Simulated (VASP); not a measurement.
Set up this calculation in VASP 6.6.1, as the native input.

```
Task                   : single point
Functional             : r2SCAN
Potentials or basis    : VASP PAW PBE potentials, release 64 (B, As)
Cutoff                 : 520 eV
k mesh                 : 6 × 6 × 6
Occupations            : gaussian, width 0.01 eV
Spin                   : no spin polarisation
Dipole correction      : no
Further INCAR settings : ALGO = Normal; EDIFF = 1e-06; NBANDS = 11
```

Crystal: BAs.

```
B As
1.0
     0.00000    2.39187    2.39187
     2.39187    0.00000    2.39187
     2.39187    2.39187    0.00000
B As
1 1
Direct
  0.00000 0.00000 0.00000
  0.25000 0.25000 0.25000
```

One way to write it, as run:

POSCAR

```
BAs
1.0
    0.0000000000      2.3918676082      2.3918676082
    2.3918676082      0.0000000000      2.3918676082
    2.3918676082      2.3918676082      0.0000000000
B As
1 1
Direct
    0.0000000000      0.0000000000      0.0000000000
    0.2500000000      0.2500000000      0.2500000000
```

INCAR.step1

```
ALGO = Normal
EDIFF = 1E-4
ENCUT = 520
GGA = PE
ISMEAR = 0
LASPH = T
LCHARG = F
LREAL = F
LWAVE = T
NBANDS = 11
NELM = 100
PREC = Accurate
SIGMA = 0.01
```

INCAR.step2

```
ALGO = Normal
EDIFF = 1E-6
ENCUT = 520
ISIF = 2
ISMEAR = 0
ISTART = 1
LASPH = T
LCHARG = F
LMIXTAU = T
LREAL = F
LWAVE = F
METAGGA = R2SCAN
NBANDS = 11
NELM = 100
PREC = Accurate
SIGMA = 0.01
```

KPOINTS

```
k-points
0
Gamma
  6 6 6
```

Potentials or basis: VASP PAW PBE potentials, release 64 (B, As).

The run is started by

```console
$ cat potpaw_PBE.64/B/POTCAR potpaw_PBE.64/As/POTCAR > POTCAR
$ cp INCAR.step1 INCAR
$ mpirun -np 1 vasp_std > vasp.out
$ cp INCAR.step2 INCAR
$ mpirun -np 1 vasp_std > vasp.out
```

It gave:

```yaml
Pressure: 0.3 GPa
Band_gap_on_the_k_mesh: 1.47 eV, indirect (least direct gap 3.44 eV)
```

Caveat: the PAW data sets were made with another functional, which shifts forces and pressure a little.

Run time: 19 s on 1 thread of Intel(R) Xeon(R) Platinum 8488C (Sapphire Rapids) (shared host), peak memory 0.16 GiB.
